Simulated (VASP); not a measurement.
Here is a VASP 6.6.1 calculation.

The input INCAR:

```
SYSTEM = WS2
ALGO     = Normal         ! electronic algorithm
EDIFF    = 1E-7           ! SCF threshold, eV
EDIFFG   = -0.01          ! ionic threshold
ENCUT    = 600            ! plane-wave cutoff, eV
GGA      = PE             ! functional
IBRION   = 2              ! ionic algorithm
ISIF     = 3              ! what is computed and relaxed
ISMEAR   = 0              ! smearing method
LASPH    = .TRUE.         ! aspherical terms in the spheres
LCHARG   = .FALSE.        ! write CHGCAR
LREAL    = .FALSE.        ! projectors in reciprocal space
LWAVE    = .FALSE.        ! write WAVECAR
NELM     = 100            ! most SCF steps
NSW      = 100            ! ionic steps
PREC     = Accurate       ! precision mode
SIGMA    = 0.1            ! smearing width, eV
```

KPOINTS

```
k-points
0
G
  12 12 16
  0 0 0
```

The input POSCAR:

```
WS2
1.0
    4.3520627237      0.0000000000      0.0000000000
   -2.1760313618      3.7689968776      0.0000000000
    0.0000000000      0.0000000000      2.9651289138
W S
1 2
Direct
    0.0000000000      0.0000000000      0.5000000000
    0.3333333333      0.6666666667      0.5000000000
    0.6666666667      0.3333333333      0.5000000000
```

Potentials or basis: VASP PAW PBE potentials, release 64 (W_sv, S).

The run is started by

```sh
$ cat potpaw_PBE.64/W_sv/POTCAR potpaw_PBE.64/S/POTCAR > POTCAR
$ mpirun -np 1 vasp_std > vasp.out
```

Question: Predict the band gap on the k mesh.

Answer: Zero (band 13 reaches 10.22 eV, above the bottom of band 14 at 7.36 eV).

Final structure:
```
W S
1.0
     4.35206    0.00000    0.00000
    -2.17603    3.76900    0.00000
     0.00000    0.00000    2.96513
W S
1 2
Direct
  0.00000 0.00000 0.50000
  0.33333 0.66667 0.50000
  0.66667 0.33333 0.50000
```

Caveat: the relaxation stopped at its first step, so nothing moved; spin-orbit coupling is left out, which moves the levels of the heavy elements.
